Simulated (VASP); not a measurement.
A run of VASP 6.6.1 is set up as follows.

File INCAR:

```
PREC = Accurate
ENCUT = 520
EDIFF = 1E-6
ISMEAR = 0
SIGMA = 0.014
LREAL = False
LASPH = True
NELM = 80
ALGO = Normal
ISIF = 2
LWAVE = False
LCHARG = False
GGA = PE
NBANDS = 11
```

File KPOINTS:

```
regular mesh
0
Gamma
  10 10 10
```

File POSCAR:

```
AlN
1.0
    0.0000000000      2.1839935596      2.1839935596
    2.1839935596      0.0000000000      2.1839935596
    2.1839935596      2.1839935596      0.0000000000
Al N
1 1
Direct
    0.0000000000      0.0000000000      0.0000000000
    0.2500000000      0.2500000000      0.2500000000
```

Potentials or basis: VASP PAW PBE potentials, release 64 (Al, N).

Command:

```bash
$ cat potpaw_PBE.64/Al/POTCAR potpaw_PBE.64/N/POTCAR > POTCAR
$ mpirun -np 1 vasp_std > vasp.out
```

Q: Predict the pressure.

A: 4.6 GPa.

Q: Predict the band gap on the k mesh.

A: 3.32 eV, indirect (least direct gap 4.20 eV).

A k mesh can miss the band edges.
